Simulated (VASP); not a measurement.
# HfTa4F (F-43m) in VASP: single point with PBE

Aim: the single point of HfTa4F with PBE.

Everything below comes from runs of VASP 6.6.1. Logs are shortened: lines on timing, memory, paths and dates and some standing lists are left out, and cuts for length are marked.

### Step 1. The cell of the first run

The structure is cubic, space group F-43m (No. 216). Conventional cell: a = 7.843 Å, b = 7.843 Å, c = 7.843 Å, α = 90.00°, β = 90.00°, γ = 90.00°. Hf (site symmetry -43m) has 12 Ta at 3.24 Å and 4 F at 3.40 Å within 4.3 Å. Ta (site symmetry 3m) has 6 Ta at 2.70 to 2.84 Å and 3 Hf at 3.24 Å and 3 F at 3.26 Å within 3.6 Å. F (site symmetry -43m) has 12 Ta at 3.26 Å and 4 Hf at 3.40 Å within 4.3 Å.

### Step 2. Single point, PBE

POSCAR reads:

```
HfTa4F
1.0
    0.0000000000      3.9214953857      3.9214953857
    3.9214953857      0.0000000000      3.9214953857
    3.9214953857      3.9214953857      0.0000000000
Hf Ta F
1 4 1
Direct
    0.2500000000      0.2500000000      0.2500000000
    0.6217931789      0.6217931789      0.1346204633
    0.6217931789      0.1346204633      0.6217931789
    0.1346204633      0.6217931789      0.6217931789
    0.6217931789      0.6217931789      0.6217931789
    0.0000000000      0.0000000000      0.0000000000
```

INCAR.step1 reads:

```
  PREC = Accurate
  ENCUT = 520
  EDIFF = 1E-6
  ISMEAR = 0
  SIGMA = 0.1
  LREAL = F
  LASPH = T
  NELM = 100
  ALGO = Normal
  ISIF = 2
  LWAVE = F
  LCHARG = T
  LMAXMIX = 4
  GGA = PE
  NBANDS = 40
```

KPOINTS.step1 reads:

```
regular mesh
0
Gamma
  8 8 8
```

INCAR.step2 reads:

```
  PREC = Accurate
  ENCUT = 520
  EDIFF = 1E-6
  ISMEAR = -5
  SIGMA = 0.1
  LREAL = F
  LASPH = T
  NELM = 100
  ALGO = Normal
  ISIF = 2
  LWAVE = F
  LCHARG = F
  LMAXMIX = 4
  GGA = PE
  LORBIT = 10
  NEDOS = 1001
  ICHARG = 11
```

KPOINTS.step2 reads:

```
regular mesh
0
Gamma
  12 12 12
```

Potentials or basis: VASP PAW PBE potentials, release 64 (Hf_pv, Ta_pv, F).

Started as:

```bash
$ cat potpaw_PBE.64/Hf_pv/POTCAR potpaw_PBE.64/Ta_pv/POTCAR potpaw_PBE.64/F/POTCAR > POTCAR
$ cp INCAR.step1 INCAR
$ cp KPOINTS.step1 KPOINTS
$ mpirun -np 1 vasp_std > vasp.out
$ cp INCAR.step2 INCAR
$ cp KPOINTS.step2 KPOINTS
$ mpirun -np 1 vasp_std > vasp.out
```

OUTCAR:

```text
PREC = Accurate
   ENCUT = 520
   EDIFF = 1E-6
   ISMEAR = -5
   LREAL = F
   LASPH = T
   NELM = 100
   ISIF = 2
   GGA = PE
   LORBIT = 10
   ICHARG = 11

 ion  position               nearest neighbor table
   1  0.250  0.250  0.250-   2 3.24   3 3.24   4 3.24   3 3.24   4 3.24   5 3.24   2 3.24   4 3.24
                             5 3.24   2 3.24   3 3.24   5 3.24
   2  0.622  0.622  0.135-   3 2.70   4 2.70   5 2.70   3 2.84   4 2.84   5 2.84   1 3.24   1 3.24
                             1 3.24
   3  0.622  0.135  0.622-   2 2.70   4 2.70   5 2.70   4 2.84   2 2.84   5 2.84   1 3.24   1 3.24
                             1 3.24
   4  0.135  0.622  0.622-   2 2.70   3 2.70   5 2.70   3 2.84   2 2.84   5 2.84   1 3.24   1 3.24
                             1 3.24
   5  0.622  0.622  0.622-   2 2.70   3 2.70   4 2.70   4 2.84   3 2.84   2 2.84   1 3.24   1 3.24
                             1 3.24
   6  0.000  0.000  0.000-

  LATTYP: Found a face centered cubic cell.
 ALAT       =     7.8429907714

  Lattice vectors:

 A1 = (   0.0000000000,   3.9214953857,   3.9214953857)
 A2 = (   3.9214953857,   0.0000000000,   3.9214953857)
 A3 = (   3.9214953857,   3.9214953857,   0.0000000000)

Analysis of symmetry for initial positions (statically):
=====================================================================
 Subroutine PRICEL returns:
 Original cell was already a primitive cell.

 Routine SETGRP: Setting up the symmetry group for a
 face centered cubic supercell.

 Subroutine GETGRP returns: Found 24 space group operations
 (whereof 24 operations were pure point group operations)
 out of a pool of 48 trial point group operations.

The static configuration has the point symmetry T_d .

Analysis of symmetry for dynamics (positions and initial velocities):
=====================================================================
 Subroutine PRICEL returns:
 Original cell was already a primitive cell.

 Routine SETGRP: Setting up the symmetry group for a
 face centered cubic supercell.

 Subroutine GETGRP returns: Found 24 space group operations
 (whereof 24 operations were pure point group operations)
 out of a pool of 48 trial point group operations.

The dynamic configuration has the point symmetry T_d .

 Subroutine INISYM returns: Found 24 space group operations
 (whereof 24 operations are pure point group operations),
 and found     1 'primitive' translations

[... 115 lines left out ...]
   NELECT =      61.0000    total number of electrons
   NUPDOWN=      -1.0000    fix difference up-down
   EMIN   =  10.00;   EMAX   =-10.00  energy-range for DOS
   EFERMI =   0.00;   METHOD = LEGACY
   ISMEAR =    -5;   SIGMA  =   0.10  broadening in eV -4-tet -1-fermi 0-gaus
   EFERMI_NEDOS =   21; number of points for ismear=-14 and -15
   IALGO  =     38    algorithm
   IMIX   =      4    mixing-type and parameters
     AMIX     =   0.40;   BMIX     =  1.00
     AMIX_MAG =   1.60;   BMIX_MAG =  1.00
  volume/ion in A,a.u.               =      20.10       135.65
  Fermi-wavevector in a.u.,A,eV,Ry     =   1.304337  2.464839 23.147516  1.701294
  Thomas-Fermi vector in A             =   2.435279
   LORBIT       =     10    0 simple, 1 ext, 2 COOP (PROOUT), +10 PAW based schemes
   GGA     = PE    functional components
   LHFCALC =     F    Hartree Fock is set to
   AEXX    =    0.0000 exact exchange contribution
   IVDW    =     0    specifies the selected vdW correction
   LEPSILON=     F    determine dielectric tensor
   LRPA    =     F    only Hartree local field effects (RPA)
 non-spin polarized calculation
 Fermi weights with tetrahedron method with Bloechl corrections
  energy-cutoff  :      520.00
  volume of cell :      120.61
 maximum number of plane-waves:      3287
 NGX is ok and might be reduce to    42

 number of electron      61.0000007 magnetization

 Free energy of the ion-electron system (eV)
  ---------------------------------------------------
  ext. energy  EPLUGINS =         0.00000000
  ---------------------------------------------------
  free energy    TOTEN  =       -56.14874879 eV

  energy without entropy =      -56.14874879  energy(sigma->0) =      -56.14874879

 E-fermi :   4.0576     XC(G=0): -11.2278

 val. band max:        4.0703315985   @ k =  -0.3333   0.5000   0.1667
 cond. band min:       4.0429820494   @ k =  -0.4167   0.5000   0.0833
 fundamental gap:     -0.0273495492
 Fermi energy:         4.0575778249

 k-point     1 :       0.0000    0.0000    0.0000
  band No.  band energies     occupation
      1     -31.0387      2.00000
      2     -30.4418      2.00000
      3     -30.4418      2.00000
      4     -30.4418      2.00000
      5     -30.2518      2.00000
      6     -30.2518      2.00000
[... 925 lines left out ...]
     35       4.7894      0.00000
     36       6.0826      0.00000

 [... further k-points ...]

------------------------ aborting loop because EDIFF is reached ----------------------------------------

  FORCE on cell =-STRESS in cart. coord.  units (eV):
  Direction    XX          YY          ZZ          XY          YZ          ZX
  --------------------------------------------------------------------------------------
  -------------------------------------------------------------------------------------
  Total       -0.1850415     -0.1850415     -0.1850415      0.0000000     -0.0000000      0.0000000
  in kB       -2.4580714     -2.4580714     -2.4580714      0.0000000     -0.0000000      0.0000000
  external PRESSURE =      -2.4580714 kB  Pullay stress =       0.0000000 kB

 VOLUME and BASIS-vectors are now :
 -----------------------------------------------------------------------------
  energy-cutoff  :      520.00
  volume of cell :      120.61
      direct lattice vectors                 reciprocal lattice vectors
     0.000000000  3.921495386  3.921495386    -0.127502381  0.127502381  0.127502381
     3.921495386  0.000000000  3.921495386     0.127502381 -0.127502381  0.127502381
     3.921495386  3.921495386  0.000000000     0.127502381  0.127502381 -0.127502381

 POSITION                                       TOTAL-FORCE (eV/Angst)
 -----------------------------------------------------------------------------------
      1.96075      1.96075      1.96075        -0.000000     -0.000000     -0.000000
      2.96627      2.96627      4.87672         0.011594      0.011594     -0.011594
      2.96627      4.87672      2.96627         0.011594     -0.011594      0.011594
      4.87672      2.96627      2.96627        -0.011594      0.011594      0.011594
      4.87672      4.87672      4.87672        -0.011594     -0.011594     -0.011594
      0.00000      0.00000      0.00000        -0.000000     -0.000000     -0.000000
 -----------------------------------------------------------------------------------
    total drift:                                0.004738      0.004738      0.004738

  FREE ENERGIE OF THE ION-ELECTRON SYSTEM (eV)
  ---------------------------------------------------
  free  energy   TOTEN  =       -56.1487487948 eV

  energy  without entropy=      -56.1487487948  energy(sigma->0) =      -56.14874879

 total charge

# of ion       s       p       d       tot
------------------------------------------
    1        0.358   6.357   1.340   8.055
    2        0.423   6.102   2.455   8.981
    3        0.423   6.102   2.455   8.981
    4        0.423   6.102   2.455   8.981
    5        0.423   6.102   2.455   8.981
    6        1.762   4.183   0.000   5.945
--------------------------------------------------
tot          3.814  34.948  11.161  49.923
```

OSZICAR.step1:

```text
N       E                     dE             d eps       ncg     rms          rms(c)
DAV:   1     0.537864467802E+03    0.53786E+03   -0.33093E+04  2320   0.151E+03
DAV:   2    -0.314453217850E+02   -0.56931E+03   -0.54988E+03  2584   0.439E+02
DAV:   3    -0.587513781448E+02   -0.27306E+02   -0.25893E+02  3008   0.839E+01
DAV:   4    -0.593727522908E+02   -0.62137E+00   -0.61717E+00  2808   0.121E+01
DAV:   5    -0.593889026101E+02   -0.16150E-01   -0.16144E-01  3072   0.162E+00    0.455E+01
DAV:   6    -0.568935883452E+02    0.24953E+01   -0.83916E+00  2912   0.147E+01    0.300E+01
DAV:   7    -0.567508023871E+02    0.14279E+00   -0.59855E+00  3000   0.143E+01    0.150E+01
DAV:   8    -0.561591461059E+02    0.59166E+00   -0.13469E+00  2920   0.691E+00    0.211E+00
DAV:   9    -0.561644238083E+02   -0.52777E-02   -0.42384E-01  2760   0.290E+00    0.246E+00
DAV:  10    -0.561582714289E+02    0.61524E-02   -0.41510E-02  2992   0.123E+00    0.358E-01
DAV:  11    -0.561581849466E+02    0.86482E-04   -0.77630E-03  3000   0.494E-01    0.389E-01
DAV:  12    -0.561577088637E+02    0.47608E-03   -0.93263E-04  2768   0.161E-01    0.160E-01
DAV:  13    -0.561576745951E+02    0.34269E-04   -0.47030E-04  2448   0.930E-02    0.441E-02
DAV:  14    -0.561576804142E+02   -0.58192E-05   -0.22954E-05  2616   0.203E-02    0.211E-02
DAV:  15    -0.561576791904E+02    0.12238E-05   -0.94725E-07  1864   0.565E-03    0.866E-03
DAV:  16    -0.561576785973E+02    0.59313E-06   -0.12644E-06  2192   0.642E-03
   1 F= -.56157679E+02 E0= -.56149405E+02  d E =-.165473E-01
```

Run time: 3.3 min. Hardware: 1 thread of Intel Xeon 6975P-C (Granite Rapids), shared host; peak memory 0.44 GiB.

What came out:

* Valence electrons inside the program's atomic spheres: Hf 8.05; Ta 8.98; F 5.95

Caveat: spin-orbit coupling is left out, which moves the levels of the heavy elements; an odd number of electrons without spin polarisation forces a metal; a magnetic or distorted state may lie lower.
